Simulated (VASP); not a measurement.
Write the native input for VASP 6.6.1 that does the following.

* Task: relaxation of cell and atoms
* Functional: LDA
* Potentials or basis: VASP PAW LDA potentials, release 64 (Ti_sv)
* Cutoff: 600 eV
* k mesh: 12 × 12 × 14
* Occupations: fermi-dirac, width 0.15 eV
* Spin: no spin polarisation
* Dipole correction: no
* Further INCAR settings: ALGO = Fast; EDIFF = 1e-06; IBRION = 2; EDIFFG = -0.001; NSW = 80; ISIF = 3

The structure of Ti lies in POSCAR:

```
Ti
1.0
    4.4508280098      0.0000000028      0.0000000000
   -2.2254140073      3.8545301230      0.0000000000
    0.0000000000      0.0000000000      2.7705507101
Ti
3
Direct
    0.0000000000      0.0000000000      0.0000000000
    0.3333333333      0.6666666667      0.5000000000
    0.6666666667      0.3333333333      0.5000000000
```

This isn't the form of Ti at room conditions, which is hcp.

These files were run (other wordings do the same):

INCAR

```
SYSTEM = Ti
PREC = Accurate ; ENCUT = 600
EDIFF = 1E-6 ; ISMEAR = -1
SIGMA = 0.15 ; LREAL = .False.
LASPH = .True. ; NELM = 100
ALGO = Fast ; ISIF = 3
LWAVE = .False. ; LCHARG = .False.
IBRION = 2 ; NSW = 80
EDIFFG = -0.001
```

KPOINTS

```
Automatic mesh
0
Gamma
  12 12 14
  0 0 0
```

Potentials or basis: VASP PAW LDA potentials, release 64 (Ti_sv).

Launch:

```sh
$ cat potpaw_LDA.64/Ti_sv/POTCAR > POTCAR
$ mpirun -np 1 vasp_std > vasp.out
```

Results of the run:

The relaxed volume is 15.88 Å³/atom and the relaxed cell is a = 4.459 Å, b = 4.459 Å, c = 2.766 Å, α = 90.00°, β = 90.00°, γ = 120.00°. The space group after relaxing (to 0.1 Å) is P6/mmm (No. 191). The energy gained by relaxing is 0.1 meV/atom. The ionic steps are 36 and the pressure after relaxing is 0.0 GPa. The band gap on the k mesh is zero (bands 18 and 19 overlap by 0.36 eV).

It took 20 min on 1 thread of Intel(R) Xeon(R) 6975P-C (Granite Rapids) (shared host), peak memory 0.29 GiB.
